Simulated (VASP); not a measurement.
# Ga (I-43d) in VASP: single point with PBE

Aim: the single point of Ga with PBE.

Everything below comes from runs of VASP 6.6.1. Logs are shortened: lines on timing, memory, paths and dates and some standing lists are left out, and cuts for length are marked.

## 1. The cell of the first run

It takes space group I-43d (No. 220, cubic). The conventional cell has a = 6.104 Å, b = 6.104 Å, c = 6.104 Å, α = 90.00°, β = 90.00°, γ = 90.00°. Within 3.8 Å of Ga (site symmetry -4) lie 12 Ga at 2.85 to 3.41 Å.

## 2. Single point, PBE

POSCAR

```
Ga
1.0
   -3.0521015163      3.0521015163      3.0521015163
    3.0521015163     -3.0521015163      3.0521015163
    3.0521015163      3.0521015163     -3.0521015163
Ga
6
Direct
    0.2500000000      0.1250000000      0.8750000000
    0.1250000000      0.8750000000      0.2500000000
    0.7500000000      0.3750000000      0.6250000000
    0.8750000000      0.2500000000      0.1250000000
    0.6250000000      0.7500000000      0.3750000000
    0.3750000000      0.6250000000      0.7500000000
```

INCAR.step1

```
ALGO     = Fast           # electronic algorithm
EDIFF    = 1E-6           # SCF threshold, eV
ENCUT    = 520            # plane-wave cutoff, eV
GGA      = PE             # functional
ISIF     = 2              # what is computed and relaxed
ISMEAR   = 0              # smearing method
LASPH    = T              # aspherical terms in the spheres
LCHARG   = T              # write CHGCAR
LREAL    = F              # projectors in reciprocal space
LWAVE    = F              # write WAVECAR
NBANDS   = 48             # bands
NELM     = 100            # most SCF steps
PREC     = Accurate       # precision mode
SIGMA    = 0.1            # smearing width, eV
```

KPOINTS.step1

```
k-points
0
Gamma
  8 8 8
```

INCAR.step2

```
ALGO     = Fast           # electronic algorithm
EDIFF    = 1E-6           # SCF threshold, eV
ENCUT    = 520            # plane-wave cutoff, eV
GGA      = PE             # functional
ICHARG   = 11             # starting density
ISIF     = 2              # what is computed and relaxed
ISMEAR   = -5             # smearing method
LASPH    = T              # aspherical terms in the spheres
LCHARG   = F              # write CHGCAR
LORBIT   = 10             # projections on sites
LREAL    = F              # projectors in reciprocal space
LWAVE    = F              # write WAVECAR
NEDOS    = 2001           # points of the DOS
NELM     = 100            # most SCF steps
PREC     = Accurate       # precision mode
SIGMA    = 0.1            # smearing width, eV
```

KPOINTS.step2

```
k-points
0
Gamma
  12 12 12
```

Potentials or basis: VASP PAW PBE potentials, release 64 (Ga_d).

On the command line:

```console
$ cat potpaw_PBE.64/Ga_d/POTCAR > POTCAR
$ cp INCAR.step1 INCAR
$ cp KPOINTS.step1 KPOINTS
$ mpirun -np 1 vasp_std > vasp.out
$ cp INCAR.step2 INCAR
$ cp KPOINTS.step2 KPOINTS
$ mpirun -np 1 vasp_std > vasp.out
```

OUTCAR:

```text
EDIFF = 1E-6
   ENCUT = 520
   GGA = PE
   ICHARG = 11
   ISIF = 2
   ISMEAR = -5
   LASPH = T
   LORBIT = 10
   LREAL = F
   NELM = 100
   PREC = Accurate

 ion  position               nearest neighbor table
   1  0.250  0.125  0.875-   4 2.85   4 2.85   6 2.85   5 2.85   6 2.85   2 2.85   2 2.85   5 2.85

   2  0.125  0.875  0.250-   4 2.85   5 2.85   3 2.85   3 2.85   1 2.85   4 2.85   1 2.85   5 2.85

   3  0.750  0.375  0.625-   2 2.85   5 2.85   6 2.85   5 2.85   4 2.85   4 2.85   6 2.85   2 2.85

   4  0.875  0.250  0.125-   6 2.85   1 2.85   2 2.85   1 2.85   3 2.85   3 2.85   2 2.85   6 2.85

   5  0.625  0.750  0.375-   3 2.85   3 2.85   2 2.85   1 2.85   6 2.85   6 2.85   1 2.85   2 2.85

   6  0.375  0.625  0.750-   1 2.85   3 2.85   4 2.85   5 2.85   5 2.85   1 2.85   3 2.85   4 2.85

  LATTYP: Found a body centered cubic cell.
 ALAT       =     6.1042030326

  Lattice vectors:

 A1 = (  -3.0521015163,   3.0521015163,   3.0521015163)
 A2 = (   3.0521015163,  -3.0521015163,   3.0521015163)
 A3 = (   3.0521015163,   3.0521015163,  -3.0521015163)

Analysis of symmetry for initial positions (statically):
=====================================================================
 Subroutine PRICEL returns:
 Original cell was already a primitive cell.

 Routine SETGRP: Setting up the symmetry group for a
 body centered cubic supercell.

 Subroutine GETGRP returns: Found 24 space group operations
 (whereof  3 operations were pure point group operations)
 out of a pool of 48 trial point group operations.

The static configuration has the point symmetry C_3 .
 The point group associated with its full space group is T_d .

Analysis of symmetry for dynamics (positions and initial velocities):
=====================================================================
 Subroutine PRICEL returns:
 Original cell was already a primitive cell.

 Routine SETGRP: Setting up the symmetry group for a
 body centered cubic supercell.

 Subroutine GETGRP returns: Found 24 space group operations
 (whereof  3 operations were pure point group operations)
 out of a pool of 48 trial point group operations.

The dynamic configuration has the point symmetry C_3 .
 The point group associated with its full space group is T_d .

 Subroutine INISYM returns: Found 24 space group operations
 (whereof  3 operations are pure point group operations),
 and found     1 'primitive' translations

----------------------------------------------------------------------------------------

                                     Primitive cell

  volume of cell :     113.7253

  direct lattice vectors                    reciprocal lattice vectors
    -3.052101516  3.052101516  3.052101516     0.000000000  0.163821550  0.163821550
     3.052101516 -3.052101516  3.052101516     0.163821550  0.000000000  0.163821550
     3.052101516  3.052101516 -3.052101516     0.163821550  0.163821550  0.000000000

  length of vectors
     5.286394896  5.286394896  5.286394896     0.231678657  0.231678657  0.231678657

  position of ions in fractional coordinates (direct lattice)
     0.250000000  0.125000000  0.875000000
     0.125000000  0.875000000  0.250000000
     0.750000000  0.375000000  0.625000000
     0.875000000  0.250000000  0.125000000
     0.625000000  0.750000000  0.375000000
     0.375000000  0.625000000  0.750000000

  ion indices of the primitive-cell ions
   primitive index   ion index
                 1           1
                 2           2
                 3           3
                 4           4
                 5           5
                 6           6

----------------------------------------------------------------------------------------

 KPOINTS: k-points

Automatic generation of k-mesh.
 Grid dimensions read from file:
 generate k-points for:   12   12   12

 Generating k-lattice:

  Cartesian coordinates                     Fractional coordinates (reciprocal lattice)
     0.000000000  0.013651796  0.013651796     0.083333333  0.000000000  0.000000000
     0.013651796  0.000000000  0.013651796     0.000000000  0.083333333  0.000000000
     0.013651796  0.013651796  0.000000000     0.000000000  0.000000000  0.083333333

  Length of vectors
     0.019306555  0.019306555  0.019306555

  Shift w.r.t. Gamma in fractional coordinates (k-lattice)
     0.000000000  0.000000000  0.000000000

 TETIRR: Found   1910 inequivalent tetrahedra from    10368

 Subroutine IBZKPT returns following result:
 ===========================================

 Found     72 irreducible k-points:

 Following reciprocal coordinates:
            Coordinates               Weight
  0.000000  0.000000  0.000000      1.000000
  0.083333  0.000000  0.000000     12.000000
  0.166667  0.000000  0.000000     12.000000
  0.250000  0.000000  0.000000     12.000000
  0.333333  0.000000  0.000000     12.000000
  0.416667  0.000000  0.000000     12.000000
[... 16 lines left out ...]
  0.333333  0.083333  0.083333     24.000000
  0.416667  0.083333  0.083333     12.000000
 [... further k-points ...]
   k-points           NKPTS =     72   k-points in BZ     NKDIM =     72   number of bands    NBANDS=     46
   number of dos      NEDOS =   2001   number of ions     NIONS =      6
   total plane-waves  NPLWV =  64000
   dimension x,y,z NGX =    40 NGY =   40 NGZ =   40
   dimension x,y,z NGXF=    80 NGYF=   80 NGZF=   80
   ions per type =               6
   NGX,Y,Z   is equivalent  to a cutoff of  12.58, 12.58, 12.58 a.u.
   NGXF,Y,Z  is equivalent  to a cutoff of  25.16, 25.16, 25.16 a.u.
 SYSTEM =  unknown system
   PREC   = accura    normal or accurate (medium, high low for compatibility)
   ISTART =      0    job   : 0-new  1-cont  2-samecut
   ICHARG =     11    charge: 1-file 2-atom 10-const
   ISPIN  =      1    spin polarized calculation?
   LNONCOLLINEAR =      F non collinear calculations
   LSORBIT =      F    spin-orbit coupling
   LASPH  =      T    aspherical Exc in radial PAW
   ENCUT  =  520.0 eV  38.22 Ry    6.18 a.u.   9.83  9.83  9.83*2*pi/ulx,y,z
   NELM   =    100;   NELMIN=  2; NELMDL=  0     # of ELM steps
   EDIFF  = 0.1E-05   stopping-criterion for ELM
   LREAL  =      F    real-space projection
[... 7 lines left out ...]
   TEBEG  =    0.0;   TEEND  =   0.0 temperature during run
   PSTRESS=    0.0 pullay stress
   NELECT =      78.0000    total number of electrons
   NUPDOWN=      -1.0000    fix difference up-down
   EMIN   =  10.00;   EMAX   =-10.00  energy-range for DOS
   EFERMI =   0.00;   METHOD = LEGACY
   ISMEAR =    -5;   SIGMA  =   0.10  broadening in eV -4-tet -1-fermi 0-gaus
   EFERMI_NEDOS =   21; number of points for ismear=-14 and -15
   IALGO  =     68    algorithm
   IMIX   =      4    mixing-type and parameters
     AMIX     =   0.40;   BMIX     =  1.00
     AMIX_MAG =   1.60;   BMIX_MAG =  1.00
  volume/ion in A,a.u.               =      18.95       127.91
  Fermi-wavevector in a.u.,A,eV,Ry     =   1.443735  2.728263 28.359574  2.084370
  Thomas-Fermi vector in A             =   2.562109
   LORBIT       =     10    0 simple, 1 ext, 2 COOP (PROOUT), +10 PAW based schemes
   GGA     = PE    functional components
   LHFCALC =     F    Hartree Fock is set to
   AEXX    =    0.0000 exact exchange contribution
   IVDW    =     0    specifies the selected vdW correction
   LEPSILON=     F    determine dielectric tensor
   LRPA    =     F    only Hartree local field effects (RPA)
 non-spin polarized calculation
 RMM-DIIS sequential band-by-band and
 Fermi weights with tetrahedron method with Bloechl corrections
  energy-cutoff  :      520.00
  volume of cell :      113.73
 maximum number of plane-waves:      3088

 number of electron      78.0000074 magnetization

 Free energy of the ion-electron system (eV)
  ---------------------------------------------------
  ext. energy  EPLUGINS =         0.00000000
  ---------------------------------------------------
  free energy    TOTEN  =       -17.32095781 eV

  energy without entropy =      -17.32095781  energy(sigma->0) =      -17.32095781

 E-fermi :   5.4284     XC(G=0): -10.9776

 val. band max:        5.6896841619   @ k =  -0.4167   0.4167   0.4167
 cond. band min:       5.3100894389   @ k =   0.3333   0.1667   0.1667
 fundamental gap:     -0.3795947229
 Fermi energy:         5.4284300471

 k-point     1 :       0.0000    0.0000    0.0000
  band No.  band energies     occupation
      1      -9.5472      2.00000
      2      -9.5152      2.00000
      3      -9.5152      2.00000
      4      -9.4866      2.00000
      5      -9.4866      2.00000
      6      -9.4866      2.00000
[... 38 lines left out ...]
     45      10.5343      0.00000
     46      10.5736      0.00000

 k-point     2 :       0.0833    0.0000    0.0000
  band No.  band energies     occupation
      1      -9.5457      2.00000
      2      -9.5229      2.00000
      3      -9.5208      2.00000
      4      -9.5009      2.00000
      5      -9.4953      2.00000
      6      -9.4945      2.00000
[... 38 lines left out ...]
     45       9.8665      0.00000
     46      10.5710      0.00000

 k-point     3 :       0.1667    0.0000    0.0000
  band No.  band energies     occupation
      1      -9.5432      2.00000
      2      -9.5392      2.00000
      3      -9.5391      2.00000
      4      -9.5179      2.00000
      5      -9.5039      2.00000
      6      -9.5011      2.00000
[... 1018 lines left out ...]
     45       9.6983      0.00000
     46       9.8108      0.00000

 k-point    24 :       0.4167    0.0833    0.0833
  band No.  band energies     occupation
      1      -9.5869      2.00000
      2      -9.5869      2.00000
      3      -9.5305      2.00000
      4      -9.5305      2.00000
      5      -9.5107      2.00000
      6      -9.5107      2.00000
[... 38 lines left out ...]
     45      10.0123      0.00000
     46      10.0553      0.00000

 [... further k-points ...]

------------------------ aborting loop because EDIFF is reached ----------------------------------------

  FORCE on cell =-STRESS in cart. coord.  units (eV):
  Direction    XX          YY          ZZ          XY          YZ          ZX
  --------------------------------------------------------------------------------------
  -------------------------------------------------------------------------------------
  Total       -0.3155268     -0.3155268     -0.3155268      0.0000000      0.0000000     -0.0000000
  in kB       -4.4451856     -4.4451856     -4.4451856      0.0000000      0.0000000     -0.0000000
  external PRESSURE =      -4.4451856 kB  Pullay stress =       0.0000000 kB

 VOLUME and BASIS-vectors are now :
 -----------------------------------------------------------------------------
  energy-cutoff  :      520.00
  volume of cell :      113.73
      direct lattice vectors                 reciprocal lattice vectors
    -3.052101516  3.052101516  3.052101516     0.000000000  0.163821550  0.163821550
     3.052101516 -3.052101516  3.052101516     0.163821550  0.000000000  0.163821550
     3.052101516  3.052101516 -3.052101516     0.163821550  0.163821550  0.000000000

 POSITION                                       TOTAL-FORCE (eV/Angst)
 -----------------------------------------------------------------------------------
      2.28908      3.05210     -1.52605         0.000000      0.000000      0.000000
      3.05210     -1.52605      2.28908        -0.000000      0.000000      0.000000
      0.76303      3.05210      1.52605         0.000000     -0.000000     -0.000000
     -1.52605      2.28908      3.05210        -0.000000     -0.000000      0.000000
      1.52605      0.76303      3.05210         0.000000     -0.000000     -0.000000
      3.05210      1.52605      0.76303        -0.000000      0.000000     -0.000000
 -----------------------------------------------------------------------------------
    total drift:                               -0.000000     -0.000000     -0.000000

  FREE ENERGIE OF THE ION-ELECTRON SYSTEM (eV)
  ---------------------------------------------------
  free  energy   TOTEN  =       -17.3209578084 eV

  energy  without entropy=      -17.3209578084  energy(sigma->0) =      -17.32095781

 total charge

# of ion       s       p       d       tot
------------------------------------------
    1        1.009   0.569   9.955  11.534
    2        1.009   0.569   9.955  11.534
    3        1.009   0.569   9.955  11.534
    4        1.009   0.569   9.955  11.534
    5        1.009   0.569   9.955  11.534
    6        1.009   0.569   9.955  11.534
--------------------------------------------------
tot          6.056   3.416  59.731  69.203
```

Wall time 3.4 min (1 thread of Intel Xeon 6975P-C (Granite Rapids), shared host); peak memory 0.39 GiB.

What came out:

| Quantity | Value |
| --- | --- |
| Valence electrons inside the program's atomic spheres | Ga 11.53 |

Levels at points of the mesh, in eV from the Fermi level:
| k point | band 36 | band 37 | band 38 | band 39 | band 40 | band 41 | band 42 | band 43 |
| --- | --- | --- | --- | --- | --- | --- | --- | --- |
| (0.00, 0.00, 0.00) | -3.03 | -2.16 | -2.16 | -2.16 | -1.81 | -1.81 | -1.81 | -1.68 |
| (0.50, 0.00, 0.00) | -4.44 | -0.80 | -0.80 | -0.45 | -0.45 | 2.83 | 2.83 | 3.16 |
| (0.50, 0.50, 0.50) | -6.85 | 1.44 | 1.44 | 1.54 | 1.54 | 1.54 | 1.54 | 1.54 |
